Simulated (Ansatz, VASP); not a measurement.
**Pd in VASP and in Ansatz**

Contents of INCAR:

```
SYSTEM = Pd
PREC = Accurate
ENCUT = 520
EDIFF = 1E-7
ISMEAR = -1
SIGMA = 0.05
LREAL = .FALSE.
LASPH = .TRUE.
NELM = 150
ALGO = Normal
ISIF = 2
LWAVE = .FALSE.
LCHARG = .TRUE.
ISPIN = 2
MAGMOM = 0.422 0.422
LORBIT = 11
LMAXMIX = 4
LELF = .TRUE.
LVHAR = .TRUE.
NBANDS = 21
```

File KPOINTS:

```
regular mesh
0
G
  11 11 11
  0 0 0
```

Contents of POSCAR:

```
Pd
1.0
    0.0000000000      2.8802944660      2.8802944660
    2.8802944660      0.0000000000      2.8802944660
    2.8802944660      2.8802944660      0.0000000000
Pd
2
Direct
    0.1250000000      0.1250000000      0.1250000000
    0.8750000000      0.8750000000      0.8750000000
```

Input for Ansatz:

```yaml
crystal:
  lattice:
    - [0.0, 2.880294466, 2.880294466]
    - [2.880294466, 0.0, 2.880294466]
    - [2.880294466, 2.880294466, 0.0]
  atoms:
    - { symbol: Pd, position: [0.125, 0.125, 0.125], spin: 0.422 }
    - { symbol: Pd, position: [0.875, 0.875, 0.875], spin: 0.422 }
hamiltonian:
  xc: lda
  pseudopotentials:
    kind: paw
    azcp:
      Pd: "pseudopotentials/Pd.paw.azcp"
basis:
  ecutwfc: 420
  fft_grid_basis: typed
kpoints:
  mp_grid: { grid: [11, 11, 11], shift: [0, 0, 0] }
magnetization:
  spin_polarized: true
scf:
  occupations: { method: fermi_dirac, width: 0.05 }
  lower_state_search: "off"
output:
  stress: true
  write_density: true
  write_potential: true
  elf: true
  volumetric_format: npy
```

Alike in both runs: task single point; functional LDA; k mesh 11 × 11 × 11; occupations fermi-dirac, width 0.05 eV; collinear spin.

|  | VASP | Ansatz |
| --- | --- | --- |
| version | VASP 6.6.1 | Ansatz 0.2.0 |
| potentials or method | VASP PAW LDA potentials, release 64 (Pd), cutoff 520 eV | plane waves (420 eV) with PAW, scalar-relativistic |
| valence electrons in the cell | 20 | 36 |

```tsv
	VASP	Ansatz	Ansatz less VASP
pressure (GPa)	-6.0	-5.9	+0.08
net moment per atom (μB)	0.43	0.45	+0.029
size of the moment on the site where the two differ most (μB)	0.41	0.43	+0.020
```

Ansatz warns that its potentials were made for another functional, while VASP's fit it. LDA's correlation is that of Perdew and Zunger in VASP and of Perdew and Wang (1992) in Ansatz. Site moments also hang on the region over which each program counts them. VASP's potentials hold 20 valence electrons a cell and Ansatz's 36, so a difference there can come from the potentials and not from the codes.
